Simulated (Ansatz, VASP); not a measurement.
**One calculation of HC12, two programs**

File INCAR:

```
SYSTEM = HC12
PREC = Accurate
ENCUT = 520
EDIFF = 1E-6
ISMEAR = 0
SIGMA = 0.05
LREAL = .FALSE.
LASPH = .TRUE.
NELM = 150
ALGO = Normal
ISIF = 2
LWAVE = .FALSE.
LCHARG = .FALSE.
ISPIN = 2
MAGMOM = 0 0 0 0 0 0 0 0 0 0 0 0 1
LORBIT = 11
LDIPOL = .TRUE.
IDIPOL = 3
DIPOL = 0.5 0.5 0.299
GGA = PE
IVDW = 12
NBANDS = 40
```

KPOINTS

```
regular mesh
0
G
  6 7 1
  0 0 0
```

POSCAR

```
HC12
1.0
    4.9311586502      0.0000000000      0.0000000000
    0.0000000000      4.0098697767      0.0000000000
    0.0000000000      0.0000000000     21.6014232414
C H
12 1
Direct
    0.2500000000      0.3776970832      0.1851729840
    0.7500000000      0.3776970832      0.1851729840
    0.0000000000      0.4720802753      0.2130426460
    0.5000000000      0.4720802753      0.2130426460
    0.0000000000      0.6609562027      0.2688143161
    0.5000000000      0.6609562027      0.2688143161
    0.2500000000      0.7503681903      0.2962457608
    0.7500000000      0.7503681903      0.2962457608
    0.2500000000      0.9412921293      0.3552728042
    0.7500000000      0.9412921293      0.3552728042
    0.0000000000      0.0234303656      0.3796705036
    0.5000000000      0.0234303656      0.3796705036
    0.2500000000      0.6900970322      0.4954036186
```

Input for Ansatz:

```yaml
crystal:
  lattice:
    - [4.9311586502, 0.0, 0.0]
    - [0.0, 4.0098697767, 0.0]
    - [0.0, 0.0, 21.6014232414]
  atoms:
    - { symbol: C, position: [0.25, 0.3776970832, 0.185172984] }
    - { symbol: C, position: [0.75, 0.3776970832, 0.185172984] }
    - { symbol: C, position: [0.0, 0.4720802753, 0.213042646] }
    - { symbol: C, position: [0.5, 0.4720802753, 0.213042646] }
    - { symbol: C, position: [0.0, 0.6609562027, 0.2688143161] }
    - { symbol: C, position: [0.5, 0.6609562027, 0.2688143161] }
    - { symbol: C, position: [0.25, 0.7503681903, 0.2962457608] }
    - { symbol: C, position: [0.75, 0.7503681903, 0.2962457608] }
    - { symbol: C, position: [0.25, 0.9412921293, 0.3552728042] }
    - { symbol: C, position: [0.75, 0.9412921293, 0.3552728042] }
    - { symbol: C, position: [0.0, 0.0234303656, 0.3796705036] }
    - { symbol: C, position: [0.5, 0.0234303656, 0.3796705036] }
    - { symbol: H, position: [0.25, 0.6900970322, 0.4954036186], spin: 1.0 }
basis:
  ecutwfc: 420
kpoints:
  mp_grid: { grid: [6, 7, 1] }
hamiltonian:
  xc: pbe
  pseudopotentials: { kind: paw, azcp: { folder: soft_1 } }
  dispersion: d3bj
scf:
  occupations: { method: gaussian, width: 0.05 }
output:
  forces: true
  eigenvalues: true
  populations: true
magnetization:
  spin_polarized: true
efield:
  axis: 3
  dipole_correction: true
  ramp_width: 0.04
```

Alike in both runs: task single point; functional PBE; dispersion D3(BJ); k mesh 6 × 7 × 1; occupations gaussian, width 0.05 eV; collinear spin.

|  | VASP | Ansatz |
| --- | --- | --- |
| version | VASP 6.6.1 | Ansatz 0.2.0 |
| potentials or method | VASP PAW PBE potentials, release 64 (C, H), cutoff 520 eV | scalar-relativistic, plane waves, PAW |
| valence electrons in the cell | 49 | 49 |

```tsv
	VASP	Ansatz	Ansatz less VASP
rms of the force components (eV/Å)	0.886	0.996	+0.1102
net moment per atom (μB)	0.16	0.08	-0.080
size of the moment on the site where the two differ most (μB)	0.37	0.86	+0.486
```

Site moments also hang on the region over which each program counts them. Atom by atom the forces differ by 0.317 eV/Å (rms over components).
